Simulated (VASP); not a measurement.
Crystal: WC.

```
W C
1.0
     2.90650    0.00000    0.00000
    -1.45325    2.51710    0.00000
     0.00000    0.00000    2.83660
W C
1 1
Direct
  0.00000 0.00000 0.00000
  0.66667 0.33333 0.50000
```

Base run:

```yaml
Program: VASP 6.6.1
Functional: LDA
Potentials_or_basis: VASP PAW LDA potentials, release 64 (W_sv, C_h)
Cutoff: 1300 eV
k_mesh: 10 × 10 × 9
Occupations: fermi-dirac, width 0.05 eV
Spin: non-collinear spin, zero start, spin-orbit coupling
Starting_moments: "[[0.0, 0.0, 0.0], [0.0, 0.0, 0.0]] μB"
```

Its results: pressure -6.6 GPa; net moment 0.00 μB per cell.

Task: The run is repeated on the same cell with these changes: functional from LDA to PBE; potentials or basis from VASP PAW LDA potentials, release 64 (W_sv, C_h) to VASP PAW PBE potentials, release 64 (W_sv, C_h). What comes out?

Result: Pressure 7.4 GPa; net moment 0.00 μB per cell.

Caveats: the cell stands under tension (at least some runs); the cell stands under pressure (at least some runs).
